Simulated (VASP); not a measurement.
# Zr3Nb6Ni11 in VASP: further runs

Zr3Nb6Ni11 is run at these levels: PBE; tasks: single point.

Everything below comes from runs of VASP 6.6.1. Logs are shortened: lines on timing, memory, paths and dates and some standing lists are left out, and cuts for length are marked.

### 1 The cell of the first run

The cell holds a disordered packing, 20 atoms: a = 6.825 Å, b = 6.686 Å, c = 6.709 Å, α = 90.50°, β = 95.02°, γ = 92.34°.

### 2 Single point, PBE

INCAR reads:

```
SYSTEM = Zr3Nb6Ni11
ALGO = Normal
EDIFF = 1E-6
ENCUT = 400
GGA = PE
GGA_COMPAT = .FALSE.
ISIF = 2
ISMEAR = -1
ISYM = -1
LASPH = .TRUE.
LCHARG = .FALSE.
LREAL = Auto
LWAVE = .FALSE.
NBANDS = 128
NELM = 120
PREC = Accurate
SIGMA = 0.05
```

KPOINTS reads:

```
explicit points
1
Reciprocal
  0.25000000   0.25000000   0.25000000 1
```

POSCAR reads:

```
Zr3Nb6Ni11
1.0
    6.8173460000     -0.1384310000     -0.2966090000
   -0.1384310000      6.6843640000     -0.0322140000
   -0.2966090000     -0.0322140000      6.7019700000
Ni Nb Zr
11 6 3
Direct
    0.7302092149      0.9296028263      0.2669980395
    0.4196231941      0.5188539543      0.6767192896
    0.5458551017      0.2387424773      0.8854644807
    0.8047246145      0.1439373492      0.5435463544
    0.6057249433      0.5853280146      0.0453963874
    0.8334351012      1.0113602120      0.8988494890
    0.7682740921      0.5970897375      0.3779473288
    0.6683160719      0.7751826671      0.6704367964
    0.4657464483      0.0189236048      0.5417370107
    0.1238966502      0.4676046630      0.3933270782
    0.3825706176      0.7033015059      0.3409894468
    0.8123999273      0.4419811973      0.7422819130
    0.8505843253      0.2947946238      0.1518697458
    0.4523601724      0.8679990465      0.9637395900
   -0.0274268661      0.6973335733      0.0844714089
    0.2358475540      0.4566735994      0.0083800421
    0.4905011138      0.3122415877      0.3401275439
    0.1209110068      0.7588303013      0.6488829780
    0.1669588837      0.0389253511      0.2516275735
    0.1815816082      0.1881739983      0.7108703227
```

Potentials or basis: VASP PAW PBE potentials, release 64 (Ni, Nb_sv, Zr_sv).

The run is started by

```sh
cat potpaw_PBE.64/Ni/POTCAR potpaw_PBE.64/Nb_sv/POTCAR potpaw_PBE.64/Zr_sv/POTCAR > POTCAR
mpirun -np 1 vasp_std > vasp.out
```

OUTCAR:

```text
SYSTEM = Zr3Nb6Ni11
   EDIFF = 1E-6
   ENCUT = 400
   GGA = PE
   ISIF = 2
   ISMEAR = -1
   ISYM = -1
   LASPH = .TRUE.
   LREAL = Auto
   NELM = 120
   PREC = Accurate

 ion  position               nearest neighbor table
   1  0.730  0.930  0.267-   4 2.34   7 2.37  14 2.67  15 2.68   6 2.68  13 2.69   9 2.77   5 2.79
                            11 2.84   8 2.96  19 3.05
   2  0.420  0.519  0.677-   8 2.37   3 2.49  11 2.58  18 2.64  10 2.66  16 2.68   5 2.70  20 2.71
                            17 2.73  12 2.75  14 3.00
   3  0.546  0.239  0.885-   2 2.49  12 2.49   6 2.53   5 2.55  14 2.60  13 2.63  20 2.66   9 2.73
                            16 2.80
   4  0.805  0.144  0.544-   1 2.34  12 2.38   9 2.43   6 2.54  20 2.72  17 2.73   8 2.77  13 2.86
                            19 3.38  18 3.46
   5  0.606  0.585  0.045-  14 2.25   7 2.40   3 2.55  15 2.57  16 2.62  13 2.68   2 2.70  11 2.73
                            12 2.76   1 2.79  17 2.84   8 2.88
   6  0.833  0.011  0.899-   8 2.37  13 2.53   3 2.53   4 2.54  15 2.62   1 2.68  14 2.81  20 2.99
                            19 3.14  18 3.21
   7  0.768  0.597  0.378-   1 2.37   5 2.40   8 2.45  15 2.59  10 2.60  13 2.62  17 2.63  12 2.66
                            11 2.75  18 3.04
   8  0.668  0.775  0.670-   9 2.30   2 2.37   6 2.37   7 2.45  12 2.51  14 2.64   4 2.77  11 2.84
                             5 2.88   1 2.96  18 3.11
   9  0.466  0.019  0.542-   8 2.30  17 2.40   4 2.43  11 2.51  20 2.62  19 2.70   3 2.73   1 2.77
                            18 3.01  14 3.02
  10  0.124  0.468  0.393-  11 2.37  18 2.58  13 2.59   7 2.60   2 2.66  15 2.74  16 2.76  17 2.80
                            20 2.86  19 3.05
  11  0.383  0.703  0.341-  10 2.37   9 2.51   2 2.58   5 2.73  17 2.75   7 2.75  19 2.77  14 2.84
                             8 2.84   1 2.84  16 2.85  18 2.88
  12  0.812  0.442  0.742-   4 2.38   3 2.49   8 2.51   7 2.66   2 2.75   5 2.76  13 2.92  15 2.95
                            18 3.03  20 3.12
  13  0.851  0.295  0.152-   6 2.53  10 2.59   7 2.62   3 2.63   5 2.68   1 2.69  15 2.84  19 2.85
                             4 2.86  17 2.87  12 2.92  16 3.04
  14  0.452  0.868  0.964-   5 2.25   3 2.60   8 2.64   1 2.67   6 2.81  11 2.84   2 3.00  18 3.02
                             9 3.02  19 3.10  20 3.27
  15  0.973  0.697  0.084-  16 2.54   5 2.57   7 2.59   6 2.62   1 2.68  10 2.74  19 2.77  13 2.84
                            12 2.95  18 3.20
  16  0.236  0.457  0.008-  15 2.54   5 2.62  20 2.66   2 2.68  10 2.76   3 2.80  11 2.85  17 2.90
                            13 3.04  18 3.22  19 3.29
  17  0.491  0.312  0.340-   9 2.40   7 2.63   2 2.73   4 2.73  11 2.75  10 2.80  19 2.83   5 2.84
                            13 2.87  16 2.90
  18  0.121  0.759  0.649-  10 2.58   2 2.64  11 2.88  20 2.90   9 3.01  14 3.02  12 3.03   7 3.04
                             8 3.11  15 3.20   6 3.21  16 3.22  19 3.30   4 3.46  20 3.88
  19  0.167  0.039  0.252-   9 2.70  15 2.77  11 2.77  17 2.83  13 2.85  10 3.05   1 3.05  14 3.10
                             6 3.14  20 3.22  16 3.29  18 3.30   4 3.38  20 3.78
  20  0.182  0.188  0.711-   9 2.62   3 2.66  16 2.66   2 2.71   4 2.72  10 2.86  18 2.90   6 2.99
                            12 3.12  19 3.22  14 3.27  19 3.78  18 3.88

IMPORTANT INFORMATION: All symmetrisations will be switched off!
NOSYMM: (Re-)initialisation of all symmetry stuff for point group C_1.

----------------------------------------------------------------------------------------

                                     Primitive cell

  volume of cell :     304.6800

  direct lattice vectors                    reciprocal lattice vectors
     6.817346000 -0.138431000 -0.296609000     0.147030873  0.003076393  0.006521931
    -0.138431000  6.684364000 -0.032214000     0.003076393  0.149670699  0.000855566
    -0.296609000 -0.032214000  6.701970000     0.006521931  0.000855566  0.149502613

  length of vectors
     6.825199376  6.685874884  6.708607644     0.147207599  0.149704757  0.149647248

  position of ions in fractional coordinates (direct lattice)
     0.730209215  0.929602826  0.266998040
     0.419623194  0.518853954  0.676719290
     0.545855102  0.238742477  0.885464481
     0.804724615  0.143937349  0.543546354
     0.605724943  0.585328015  0.045396387
     0.833435101  0.011360212  0.898849489
[... 12 lines left out ...]
     0.166958884  0.038925351  0.251627574
     0.181581608  0.188173998  0.710870323

  ion indices of the primitive-cell ions
   primitive index   ion index
                 1           1
                 2           2
                 3           3
                 4           4
                 5           5
                 6           6
[... 12 lines left out ...]
                19          19
                20          20

----------------------------------------------------------------------------------------

 KPOINTS: explicit points

Read explicit list of k-points.

 Found      1 k-points:

 Following reciprocal coordinates:
            Coordinates               Weight
  0.250000  0.250000  0.250000      1.000000
   k-points           NKPTS =      1   k-points in BZ     NKDIM =      1   number of bands    NBANDS=    128
   number of dos      NEDOS =    301   number of ions     NIONS =     20
   total plane-waves  NPLWV = 110592
   dimension x,y,z NGX =    48 NGY =   48 NGZ =   48
   dimension x,y,z NGXF=    96 NGYF=   96 NGZF=   96
   ions per type =              11   6   3
   NGX,Y,Z   is equivalent  to a cutoff of  11.69, 11.94, 11.89 a.u.
   NGXF,Y,Z  is equivalent  to a cutoff of  23.38, 23.87, 23.79 a.u.
 SYSTEM =  Zr3Nb6Ni11
   PREC   = accura    normal or accurate (medium, high low for compatibility)
   ISTART =      0    job   : 0-new  1-cont  2-samecut
   ICHARG =      2    charge: 1-file 2-atom 10-const
   ISPIN  =      1    spin polarized calculation?
   LNONCOLLINEAR =      F non collinear calculations
   LSORBIT =      F    spin-orbit coupling
   LASPH  =      T    aspherical Exc in radial PAW
   ENCUT  =  400.0 eV  29.40 Ry    5.42 a.u.  11.13 10.90 10.94*2*pi/ulx,y,z
   NELM   =    120;   NELMIN=  2; NELMDL= -5     # of ELM steps
   EDIFF  = 0.1E-05   stopping-criterion for ELM
   LREAL  =      T    real-space projection
   EDIFFG = 0.1E-04   stopping-criterion for IOM
   NSW    =      0    number of steps for IOM
   IBRION =     -1    ionic relax: 0-MD 1-quasi-New 2-CG
   NFREE  =      0    steps in history (QN), initial steepest desc. (CG)
   ISIF   =      2    stress and relaxation
   ISYM   =     -1    0-nonsym 1-usesym 2-fastsym
   POTIM  = 0.5000    time-step for ionic-motion
   TEBEG  =    0.0;   TEEND  =   0.0 temperature during run
   PSTRESS=    0.0 pullay stress
   NELECT =     224.0000    total number of electrons
   NUPDOWN=      -1.0000    fix difference up-down
   EMIN   =  10.00;   EMAX   =-10.00  energy-range for DOS
   EFERMI =   0.00;   METHOD = LEGACY
   ISMEAR =    -1;   SIGMA  =   0.05  broadening in eV -4-tet -1-fermi 0-gaus
   EFERMI_NEDOS =   21; number of points for ismear=-14 and -15
   IALGO  =     38    algorithm
   IMIX   =      4    mixing-type and parameters
     AMIX     =   0.40;   BMIX     =  1.00
     AMIX_MAG =   1.60;   BMIX_MAG =  1.00
  volume/ion in A,a.u.               =      15.23       102.80
  Fermi-wavevector in a.u.,A,eV,Ry     =   1.477552  2.792169 29.703704  2.183161
  Thomas-Fermi vector in A             =   2.591942
   LORBIT       =      0    0 simple, 1 ext, 2 COOP (PROOUT), +10 PAW based schemes
   GGA     = PE    functional components
   LHFCALC =     F    Hartree Fock is set to
   AEXX    =    0.0000 exact exchange contribution
   IVDW    =     0    specifies the selected vdW correction
   LEPSILON=     F    determine dielectric tensor
   LRPA    =     F    only Hartree local field effects (RPA)
 non-spin polarized calculation
  energy-cutoff  :      400.00
  volume of cell :      304.68
 maximum number of plane-waves:      5534
 NGX is ok and might be reduce to    48
   NGX = 23   NGY = 21   NGZ = 21

 number of electron     223.9999988 magnetization

 Free energy of the ion-electron system (eV)
  ---------------------------------------------------
  ext. energy  EPLUGINS =         0.00000000
  ---------------------------------------------------
  free energy    TOTEN  =      -146.96182460 eV

  energy without entropy =     -146.78729104  energy(sigma->0) =     -146.87455782

 E-fermi :   9.7849     XC(G=0): -12.3167

 val. band max:        9.7275454379   @ k =   0.2500   0.2500   0.2500
 cond. band min:       9.8531539329   @ k =   0.2500   0.2500   0.2500
 fundamental gap:      0.1256084950
 Fermi energy:         9.7849169770

 k-point     1 :       0.2500    0.2500    0.2500
  band No.  band energies     occupation
      1     -45.3261      2.00000
      2     -45.2012      2.00000
      3     -45.1431      2.00000
      4     -45.0654      2.00000
      5     -44.9793      2.00000
      6     -44.7732      2.00000
[... 116 lines left out ...]
    123      10.9078      0.00000
    124      10.9631      0.00000
 [bands above 124 left out]

------------------------ aborting loop because EDIFF is reached ----------------------------------------

  FORCE on cell =-STRESS in cart. coord.  units (eV):
  Direction    XX          YY          ZZ          XY          YZ          ZX
  --------------------------------------------------------------------------------------
  -------------------------------------------------------------------------------------
  Total       -3.9941046      8.2983875    -12.2114624     -1.6349800      3.2700578      3.8675766
  in kB      -21.0032277     43.6375457    -64.2146742     -8.5976359     17.1957863     20.3378729
  external PRESSURE =     -13.8601188 kB  Pullay stress =       0.0000000 kB

 VOLUME and BASIS-vectors are now :
 -----------------------------------------------------------------------------
  energy-cutoff  :      400.00
  volume of cell :      304.68
      direct lattice vectors                 reciprocal lattice vectors
     6.817346000 -0.138431000 -0.296609000     0.147030873  0.003076393  0.006521931
    -0.138431000  6.684364000 -0.032214000     0.003076393  0.149670699  0.000855566
    -0.296609000 -0.032214000  6.701970000     0.006521931  0.000855566  0.149502613

 POSITION                                       TOTAL-FORCE (eV/Angst)
 -----------------------------------------------------------------------------------
      4.77021      6.10412      1.54288        -0.476476     -0.210383     -0.675495
      2.58817      3.38832      4.39417        -0.125405     -0.081114      0.123758
      3.42560      1.49175      5.76476        -0.546481     -0.103042      0.234283
      5.30494      0.83322      3.39951         0.450672     -0.520141     -0.058293
      4.03494      3.82723      0.10573         0.274219     -1.488603     -0.433432
      5.41364     -0.06839      5.77649         0.419635      0.262648     -0.143727
[... 12 lines left out ...]
      1.05819      0.22897      1.63562        -0.009553      0.104398      0.009747
      1.00101      1.20979      4.70431        -0.230409      0.042011     -0.808549
 -----------------------------------------------------------------------------------
    total drift:                                0.002987      0.003434     -0.000299

  FREE ENERGIE OF THE ION-ELECTRON SYSTEM (eV)
  ---------------------------------------------------
  free  energy   TOTEN  =      -146.9618245953 eV

  energy  without entropy=     -146.7872910409  energy(sigma->0) =     -146.87455782
```

It took 2.1 min on 1 thread of AMD EPYC 9R45 (Zen 5), shared host; peak memory 0.3 GiB.

What came out:

| Item | Value |
| --- | --- |
| Free energy | -146.9618 eV |
| Pressure | -1.4 GPa |
| Largest force | 1.574 eV/Å |

Forces in eV/Å, atoms in the order of the input:
```
Ni  -0.476 -0.210 -0.675
Ni  -0.125 -0.081  0.124
Ni  -0.546 -0.103  0.234
Ni   0.451 -0.520 -0.058
Ni   0.274 -1.489 -0.433
Ni   0.420  0.263 -0.144
Ni   0.196 -0.319  0.880
Ni   0.821  0.145  0.204
Ni  -0.397 -0.529  0.513
Ni  -0.050 -0.865  0.448
Ni   0.590  0.465 -0.690
Nb   0.261  0.267 -0.061
Nb   0.166 -0.371  0.817
Nb  -0.380  1.249 -0.047
Nb  -0.308  1.509 -0.054
Nb  -0.419 -0.394  0.011
Nb   0.121  0.955 -0.139
Zr  -0.357 -0.118 -0.130
Zr  -0.010  0.104  0.010
Zr  -0.230  0.042 -0.809
```

Stress tensor (GPa, compression positive):
```
-2.10 -0.86  2.03
-0.86  4.36  1.72
 2.03  1.72 -6.42
```

Levels at points of the mesh, in eV from the Fermi level:
```csv
k point,band 109,band 110,band 111,band 112,band 113,band 114,band 115,band 116
"(0.25, 0.25, 0.25)",-0.31,-0.23,-0.14,-0.06,0.07,0.11,0.22,0.31
```

Caveat: the atoms stand as in a frame of molecular dynamics. Spin polarisation is off, so any magnetic state and its effect on volume and gap are missing.

### 3 Single point, PBE

INCAR reads:

```
PREC = Accurate
ENCUT = 400
EDIFF = 1E-6
ISMEAR = -1
SIGMA = 0.05
LREAL = Auto
LASPH = True
NELM = 120
ALGO = Normal
ISIF = 2
LWAVE = False
LCHARG = True
GGA = PE
LELF = True
LVHAR = True
NBANDS = 128
ISYM = -1
GGA_COMPAT = False
```

KPOINTS is that of step 2.

POSCAR reads:

```
Zr3Nb6Ni11
1.0
    6.8173460000     -0.1384310000     -0.2966090000
   -0.1384310000      6.6843640000     -0.0322140000
   -0.2966090000     -0.0322140000      6.7019700000
Ni Nb Zr
11 6 3
Direct
    0.6996168341      0.9162287099      0.2478905518
    0.4246352046      0.5310435402      0.6997468893
    0.5370669917      0.2234743418      0.8642243856
    0.8113993390      0.1161947344      0.5385881231
    0.5761780986      0.5425763292      0.0498470097
    0.8684223661      1.0433521218      0.9018993572
    0.7701793437      0.5890954716      0.4005980699
    0.7015889167      0.7863172359      0.6711047663
    0.4660661073     -0.0069942467      0.5551285800
    0.1305941800      0.4659169332      0.3918200853
    0.3993563247      0.7113998752      0.3246544995
    0.8125167142      0.4375851736      0.7588651007
    0.8483073658      0.2933853589      0.1659059523
    0.4322724628      0.8751838298      0.9780025985
   -0.0606476642      0.7154438340      0.0710102648
    0.2093329543      0.4300092884      0.0147586989
    0.5049878665      0.3150500800      0.3600744213
    0.1058366692      0.7507166366      0.6546589576
    0.1614103326      0.0403163028      0.2568029261
    0.1681006536      0.1980618658      0.6877216000
```

Potentials or basis: VASP PAW PBE potentials, release 64 (Ni, Nb_sv, Zr_sv).

The run is started by

```sh
cat potpaw_PBE.64/Ni/POTCAR potpaw_PBE.64/Nb_sv/POTCAR potpaw_PBE.64/Zr_sv/POTCAR > POTCAR
mpirun -np 1 vasp_std > vasp.out
```

Wall time 2.1 min (1 thread of AMD EPYC 9R45 (Zen 5), shared host); peak memory 0.3 GiB.

It converged, with:

```yaml
Free_energy: -147.7885 eV
Pressure: -2.4 GPa
Largest_force: 1.178 eV/Å
```

Forces on the atoms (eV/Å):
```
Ni  -0.007  0.321  0.079
Ni  -0.103  0.217 -0.518
Ni  -0.163 -0.276  0.115
Ni  -0.062 -0.117  0.056
Ni   0.808  0.030 -0.188
Ni   0.073 -0.186 -0.345
Ni   0.085  0.174 -0.629
Ni   0.261  0.092  0.988
Ni  -1.020  0.283  0.313
Ni   0.423 -0.141  0.085
Ni  -0.202 -0.254  0.100
Nb  -0.214  0.075 -0.551
Nb  -0.279 -0.215  0.884
Nb   0.542 -0.581 -0.760
Nb  -0.258  0.088  0.427
Nb  -0.114  0.582  0.344
Nb  -1.127  0.140  0.313
Zr   0.358  0.084 -0.438
Zr   0.425 -0.139  0.324
Zr   0.575 -0.179 -0.599
```

Stress tensor (GPa, compression positive):
```
-3.59 -0.23  0.99
-0.23  1.26  2.52
 0.99  2.52 -4.73
```

Levels at points of the mesh, in eV from the Fermi level:
```csv
k point,band 108,band 109,band 110,band 111,band 112,band 113,band 114,band 115,band 116,band 117
"(0.25, 0.25, 0.25)",-0.41,-0.32,-0.20,-0.17,-0.06,0.05,0.21,0.29,0.42,0.49
```

Caveat: the atoms stand as in a frame of molecular dynamics. Spin polarisation is off, so any magnetic state and its effect on volume and gap are missing.
